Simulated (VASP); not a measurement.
WS2, 3 atoms in the cell. The structure is trigonal, space group R3m (No. 160). The conventional cell has a = 3.157 Å, b = 3.157 Å, c = 18.119 Å, α = 90.00°, β = 90.00°, γ = 120.00°. Within 3.2 Å of W (site symmetry 3m) lie 6 S at 2.41 Å and 6 W at 3.16 Å. Within 3.2 Å of S (site symmetry 3m) lie 3 W at 2.41 Å and 7 S at 3.15 to 3.16 Å. Within 3.2 Å of S (site symmetry 3m) lie 3 W at 2.41 Å and 7 S at 3.15 to 3.16 Å. 

```yaml
Program: VASP 6.6.1
Task: single point
Functional: PBE
Dispersion: D3(BJ)
Potentials_or_basis: VASP PAW PBE potentials, release 64 (W_sv, S)
Cutoff: 520 eV
k_mesh: 12 × 12 × 12
Occupations: gaussian, width 0.05 eV
Spin: no spin polarisation
Dipole_correction: no
Further_INCAR_settings: ALGO = Normal; EDIFF = 1e-07; NBANDS = 20
```

Potentials or basis: VASP PAW PBE potentials, release 64 (W_sv, S).

Run with:

```console
$ cat potpaw_PBE.64/W_sv/POTCAR potpaw_PBE.64/S/POTCAR > POTCAR
$ mpirun -np 1 vasp_std > vasp.out
```

Hardware: 1 thread of Intel(R) Xeon(R) 6975P-C (Granite Rapids) (shared host).

Estimate the wall time of this run.

Wall time 4.3 min on 1 thread of Intel(R) Xeon(R) 6975P-C (Granite Rapids), with other jobs on the host, peak memory 0.44 GiB. Counts: scf iterations 15, k points 189.
